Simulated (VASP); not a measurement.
# ZrGa3 (I4/mmm) in VASP: notebook

ZrGa3 is run at these levels: LDA; tasks: electric field gradients.

All numbers are computed with VASP 6.6.1; they aren't measurements. Logs are shortened: lines on timing, memory, paths and dates and some standing lists are left out, and cuts for length are marked.

## (1) The cell of the first run

The structure is tetragonal, space group I4/mmm (No. 139). Conventional cell: a = 3.997 Å, b = 3.997 Å, c = 8.787 Å, α = 90.00°, β = 90.00°, γ = 90.00°. Within 3.7 Å of Zr (site symmetry 4/mmm) lie 12 Ga at 2.83 to 2.97 Å. Ga (site symmetry 4/mmm) has 4 Zr at 2.83 Å and 8 Ga at 2.97 Å within 3.7 Å. Within 3.7 Å of Ga (site symmetry -4m2) lie 8 Ga at 2.83 to 2.97 Å and 4 Zr at 2.97 Å.

## (2) Electric field gradients, LDA (17.55 Å³/atom)

Input file INCAR:

```
SYSTEM = ZrGa3
PREC = Accurate
ENCUT = 520
EDIFF = 1E-8
ISMEAR = -1
SIGMA = 0.03
LREAL = .FALSE.
LASPH = .TRUE.
NELM = 60
ALGO = Normal
ISIF = 2
LWAVE = .FALSE.
LCHARG = .FALSE.
GGA = CA
LEFG = .TRUE.
NBANDS = 34
```

Input file KPOINTS:

```
regular mesh
0
G
  12 12 12
  0 0 0
```

Input file POSCAR:

```
ZrGa3
1.0
   -1.9986493898      1.9986493898      4.3934048159
    1.9986493898     -1.9986493898      4.3934048159
    1.9986493898      1.9986493898     -4.3934048159
Zr Ga
1 3
Direct
    0.0000000000      0.0000000000      0.0000000000
    0.5000000000      0.5000000000      0.0000000000
    0.7500000000      0.2500000000      0.5000000000
    0.2500000000      0.7500000000      0.5000000000
```

Potentials or basis: VASP PAW LDA potentials, release 64 (Zr_sv, Ga_d).

Run with:

```
> cat potpaw_LDA.64/Zr_sv/POTCAR potpaw_LDA.64/Ga_d/POTCAR > POTCAR
> mpirun -np 1 vasp_std > vasp.out
```

OUTCAR:

```text
SYSTEM = ZrGa3
   PREC = Accurate
   ENCUT = 520
   EDIFF = 1E-8
   ISMEAR = -1
   LREAL = .FALSE.
   LASPH = .TRUE.
   NELM = 60
   ISIF = 2
   GGA = CA

 ion  position               nearest neighbor table
   1  0.000  0.000  0.000-   2 2.83   2 2.83   2 2.83   2 2.83   4 2.97   3 2.97   4 2.97   4 2.97
                             3 2.97   3 2.97   4 2.97   3 2.97
   2  0.500  0.500  0.000-   1 2.83   1 2.83   1 2.83   1 2.83
   3  0.750  0.250  0.500-   4 2.83   4 2.83   4 2.83   4 2.83   1 2.97   1 2.97   1 2.97   1 2.97

   4  0.250  0.750  0.500-   3 2.83   3 2.83   3 2.83   3 2.83   1 2.97   1 2.97   1 2.97   1 2.97

  LATTYP: Found a body centered tetragonal cell.
 ALAT       =     3.9972987796
 C/A-ratio  =     2.1981868547

  Lattice vectors:

 A1 = (  -1.9986493898,   1.9986493898,   4.3934048159)
 A2 = (   1.9986493898,  -1.9986493898,   4.3934048159)
 A3 = (   1.9986493898,   1.9986493898,  -4.3934048159)

Analysis of symmetry for initial positions (statically):
=====================================================================
 Subroutine PRICEL returns:
 Original cell was already a primitive cell.

 Routine SETGRP: Setting up the symmetry group for a
 body centered tetragonal supercell.

 Subroutine GETGRP returns: Found 16 space group operations
 (whereof 16 operations were pure point group operations)
 out of a pool of 16 trial point group operations.

The static configuration has the point symmetry D_4h.

Analysis of symmetry for dynamics (positions and initial velocities):
=====================================================================
 Subroutine PRICEL returns:
 Original cell was already a primitive cell.

 Routine SETGRP: Setting up the symmetry group for a
 body centered tetragonal supercell.

 Subroutine GETGRP returns: Found 16 space group operations
 (whereof 16 operations were pure point group operations)
 out of a pool of 16 trial point group operations.

The dynamic configuration has the point symmetry D_4h.

 Subroutine INISYM returns: Found 16 space group operations
 (whereof 16 operations are pure point group operations),
 and found     1 'primitive' translations

----------------------------------------------------------------------------------------

                                     Primitive cell

  volume of cell :      70.1996

  direct lattice vectors                    reciprocal lattice vectors
    -1.998649390  1.998649390  4.393404816     0.000000000  0.250168940  0.113806949
     1.998649390 -1.998649390  4.393404816     0.250168940  0.000000000  0.113806949
     1.998649390  1.998649390 -4.393404816     0.250168940  0.250168940  0.000000000

  length of vectors
     5.224098453  5.224098453  5.224098453     0.274839081  0.274839081  0.353792308

  position of ions in fractional coordinates (direct lattice)
     0.000000000  0.000000000  0.000000000
     0.500000000  0.500000000  0.000000000
     0.750000000  0.250000000  0.500000000
     0.250000000  0.750000000  0.500000000

  ion indices of the primitive-cell ions
   primitive index   ion index
                 1           1
                 2           2
                 3           3
                 4           4

----------------------------------------------------------------------------------------

 KPOINTS: regular mesh

Automatic generation of k-mesh.
 Grid dimensions read from file:
 generate k-points for:   12   12   12

 Generating k-lattice:

  Cartesian coordinates                     Fractional coordinates (reciprocal lattice)
     0.000000000  0.020847412  0.009483912     0.083333333  0.000000000 -0.000000000
     0.020847412  0.000000000  0.009483912     0.000000000  0.083333333 -0.000000000
     0.020847412  0.020847412  0.000000000     0.000000000  0.000000000  0.083333333

  Length of vectors
     0.022903257  0.022903257  0.029482692

  Shift w.r.t. Gamma in fractional coordinates (k-lattice)
     0.000000000  0.000000000  0.000000000

 Subroutine IBZKPT returns following result:
 ===========================================

 Found    163 irreducible k-points:

 Following reciprocal coordinates:
            Coordinates               Weight
  0.000000  0.000000  0.000000      1.000000
  0.083333 -0.000000  0.000000      8.000000
  0.166667 -0.000000  0.000000      8.000000
  0.250000 -0.000000  0.000000      8.000000
  0.333333  0.000000  0.000000      8.000000
  0.416667 -0.000000  0.000000      8.000000
[... 16 lines left out ...]
  0.500000  0.166667  0.000000     16.000000
 -0.416667  0.166667 -0.000000     16.000000
 [... further k-points ...]
   k-points           NKPTS =    163   k-points in BZ     NKDIM =    163   number of bands    NBANDS=     34
   number of dos      NEDOS =    301   number of ions     NIONS =      4
   total plane-waves  NPLWV =  64000
   dimension x,y,z NGX =    40 NGY =   40 NGZ =   40
   dimension x,y,z NGXF=    80 NGYF=   80 NGZF=   80
   ions per type =               1   3
   NGX,Y,Z   is equivalent  to a cutoff of  12.73, 12.73, 12.73 a.u.
   NGXF,Y,Z  is equivalent  to a cutoff of  25.46, 25.46, 25.46 a.u.
 SYSTEM =  ZrGa3
   PREC   = accura    normal or accurate (medium, high low for compatibility)
   ISTART =      0    job   : 0-new  1-cont  2-samecut
   ICHARG =      2    charge: 1-file 2-atom 10-const
   ISPIN  =      1    spin polarized calculation?
   LNONCOLLINEAR =      F non collinear calculations
   LSORBIT =      F    spin-orbit coupling
   LASPH  =      T    aspherical Exc in radial PAW
   ENCUT  =  520.0 eV  38.22 Ry    6.18 a.u.   9.71  9.71  9.71*2*pi/ulx,y,z
   NELM   =     60;   NELMIN=  2; NELMDL= -5     # of ELM steps
   EDIFF  = 0.1E-07   stopping-criterion for ELM
   LREAL  =      F    real-space projection
   EDIFFG = 0.1E-06   stopping-criterion for IOM
   NSW    =      0    number of steps for IOM
   IBRION =     -1    ionic relax: 0-MD 1-quasi-New 2-CG
   NFREE  =      0    steps in history (QN), initial steepest desc. (CG)
   ISIF   =      2    stress and relaxation
   ISYM   =      2    0-nonsym 1-usesym 2-fastsym
   POTIM  = 0.5000    time-step for ionic-motion
   TEBEG  =    0.0;   TEEND  =   0.0 temperature during run
   PSTRESS=    0.0 pullay stress
   NELECT =      51.0000    total number of electrons
   NUPDOWN=      -1.0000    fix difference up-down
   EMIN   =  10.00;   EMAX   =-10.00  energy-range for DOS
   EFERMI =   0.00;   METHOD = LEGACY
   ISMEAR =    -1;   SIGMA  =   0.03  broadening in eV -4-tet -1-fermi 0-gaus
   EFERMI_NEDOS =   21; number of points for ismear=-14 and -15
   IALGO  =     38    algorithm
   IMIX   =      4    mixing-type and parameters
     AMIX     =   0.40;   BMIX     =  1.00
     AMIX_MAG =   1.60;   BMIX_MAG =  1.00
  volume/ion in A,a.u.               =      17.55       118.43
  Fermi-wavevector in a.u.,A,eV,Ry     =   1.471703  2.781115 29.468977  2.165909
  Thomas-Fermi vector in A             =   2.586806
   LORBIT       =      0    0 simple, 1 ext, 2 COOP (PROOUT), +10 PAW based schemes
   GGA     = CA    functional components
   LHFCALC =     F    Hartree Fock is set to
   AEXX    =    0.0000 exact exchange contribution
   IVDW    =     0    specifies the selected vdW correction
   LEPSILON=     F    determine dielectric tensor
   LRPA    =     F    only Hartree local field effects (RPA)
 non-spin polarized calculation
  energy-cutoff  :      520.00
  volume of cell :       70.20
 maximum number of plane-waves:      1928
   NGX = 19   NGY = 19   NGZ = 19

 number of electron      50.9999982 magnetization

 Free energy of the ion-electron system (eV)
  ---------------------------------------------------
  ext. energy  EPLUGINS =         0.00000000
  ---------------------------------------------------
  free energy    TOTEN  =       -22.10222074 eV

  energy without entropy =      -22.09829996  energy(sigma->0) =      -22.10026035

 E-fermi :   7.3222     XC(G=0): -11.9834

 val. band max:        7.3153981314   @ k =  -0.4167   0.5000   0.2500
 cond. band min:       7.3331388940   @ k =  -0.3333  -0.4167   0.0833
 fundamental gap:      0.0177407625
 Fermi energy:         7.3221799205

 k-point     1 :       0.0000    0.0000    0.0000
  band No.  band energies     occupation
      1     -41.0558      2.00000
      2     -19.2952      2.00000
      3     -19.2952      2.00000
      4     -19.2346      2.00000
      5      -7.5406      2.00000
      6      -7.4594      2.00000
[... 26 lines left out ...]
     33      12.4000      0.00000
     34      13.5816      0.00000

 k-point     2 :       0.0833   -0.0000    0.0000
  band No.  band energies     occupation
      1     -41.0556      2.00000
      2     -19.3007      2.00000
      3     -19.2950      2.00000
      4     -19.2345      2.00000
      5      -7.5327      2.00000
      6      -7.4571      2.00000
[... 26 lines left out ...]
     33      12.8524      0.00000
     34      13.9675      0.00000

 k-point     3 :       0.1667   -0.0000    0.0000
  band No.  band energies     occupation
      1     -41.0550      2.00000
      2     -19.3157      2.00000
      3     -19.2946      2.00000
      4     -19.2343      2.00000
      5      -7.5095      2.00000
      6      -7.4532      2.00000
[... 26 lines left out ...]
     33      13.2739      0.00000
     34      14.6248      0.00000
[... 704 lines left out ...]
 k-point    23 :       0.5000    0.1667    0.0000
  band No.  band energies     occupation
      1     -41.0517      2.00000
      2     -19.3727      2.00000
      3     -19.3101      2.00000
      4     -19.2311      2.00000
      5      -7.4378      2.00000
      6      -7.4308      2.00000
[... 26 lines left out ...]
     33      13.6965      0.00000
     34      14.6310      0.00000

 k-point    24 :      -0.4167    0.1667   -0.0000
  band No.  band energies     occupation
      1     -41.0520      2.00000
      2     -19.3676      2.00000
      3     -19.3104      2.00000
      4     -19.2306      2.00000
      5      -7.4376      2.00000
      6      -7.4266      2.00000
[... 26 lines left out ...]
     33      13.9246      0.00000
     34      14.5537      0.00000

 [... further k-points ...]

------------------------ aborting loop because EDIFF is reached ----------------------------------------

  FORCE on cell =-STRESS in cart. coord.  units (eV):
  Direction    XX          YY          ZZ          XY          YZ          ZX
  --------------------------------------------------------------------------------------
  -------------------------------------------------------------------------------------
  Total       -4.3525528     -4.3525528     -0.3353004      0.0000000      0.0000000     -0.0000000
  in kB      -99.3390916    -99.3390916     -7.6526200      0.0000000      0.0000000     -0.0000000
  external PRESSURE =     -68.7769344 kB  Pullay stress =       0.0000000 kB

 VOLUME and BASIS-vectors are now :
 -----------------------------------------------------------------------------
  energy-cutoff  :      520.00
  volume of cell :       70.20
      direct lattice vectors                 reciprocal lattice vectors
    -1.998649390  1.998649390  4.393404816     0.000000000  0.250168940  0.113806949
     1.998649390 -1.998649390  4.393404816     0.250168940  0.000000000  0.113806949
     1.998649390  1.998649390 -4.393404816     0.250168940  0.250168940  0.000000000

 POSITION                                       TOTAL-FORCE (eV/Angst)
 -----------------------------------------------------------------------------------
      0.00000      0.00000      0.00000        -0.000000     -0.000000     -0.000000
      0.00000      0.00000      4.39340        -0.000000     -0.000000     -0.000000
     -0.00000      1.99865      2.19670         0.000000      0.000000      0.000000
      1.99865     -0.00000      2.19670        -0.000000     -0.000000     -0.000000
 -----------------------------------------------------------------------------------
    total drift:                               -0.000000     -0.000000      0.000000

  FREE ENERGIE OF THE ION-ELECTRON SYSTEM (eV)
  ---------------------------------------------------
  free  energy   TOTEN  =       -22.1022207407 eV

  energy  without entropy=      -22.0982999611  energy(sigma->0) =      -22.10026035

 Electric field gradients (V/A^2)
---------------------------------------------------------------------
 ion       V_xx      V_yy      V_zz      V_xy      V_xz      V_yz
---------------------------------------------------------------------
   1      22.912    22.912   -45.825    -0.000    -0.000    -0.000
   2     -47.781   -47.781    95.562     0.001     0.002     0.002
   3      23.067    23.067   -46.135     0.001     0.002     0.002
   4      23.067    23.067   -46.135     0.001     0.002     0.002
---------------------------------------------------------------------

 Electric field gradients after diagonalization (V/A^2)
 (convention: |V_zz| > |V_xx| > |V_yy|)
----------------------------------------------------------------------
 ion       V_xx      V_yy      V_zz     asymmetry (V_yy - V_xx)/ V_zz
----------------------------------------------------------------------
   1      22.913    22.912   -45.825       0.000
   2     -47.782   -47.781    95.562       0.000
   3      23.068    23.067   -46.135       0.000
   4      23.068    23.067   -46.135       0.000
----------------------------------------------------------------------

           NMR quadrupolar parameters

 Cq : quadrupolar parameter    Cq=e*Q*V_zz/h
 eta: asymmetry parameters     (V_yy - V_xx)/ V_zz
 Q  : nuclear electric quadrupole moment in mb (millibarn)
----------------------------------------------------------------------
 ion       Cq(MHz)       eta       Q (mb)
----------------------------------------------------------------------
   1      -0.111       0.000       1.000
   2       0.231       0.000       1.000
   3      -0.112       0.000       1.000
   4      -0.112       0.000       1.000
----------------------------------------------------------------------
```

It took 18 min on 1 thread of Intel Xeon 8259CL, shared host; peak memory 0.44 GiB.

What came out:

```
Free energy                             : -22.1022 eV
Pressure                                : -6.9 GPa
Band gap on the k mesh                  : zero (an odd number of electrons rules out a gap without spin polarisation)
Largest electric field gradient by atom : Zr -45.8; Ga +95.6, -46.1 (each value once) V/Å²
```

Stress tensor (GPa, compression positive):
```
-9.93  0.00  0.00
 0.00 -9.93  0.00
 0.00  0.00 -0.77
```

Electric field gradients, principal values (V/Å²):
| atom | least | middle | greatest (by size) |
| --- | --- | --- | --- |
| 1 Zr | 22.912 | 22.913 | -45.825 |
| 2 Ga | -47.781 | -47.782 | 95.562 |
| 3 Ga | 23.067 | 23.068 | -46.135 |
| 4 Ga | 23.067 | 23.068 | -46.135 |

Caveat: the stress differs along the axes, from -10 to -1 GPa; without QUAD_EFG the Cq values of the log hold for a quadrupole moment of 1 mb, not for the nuclei.

(Part 1 of 2 ends here.)
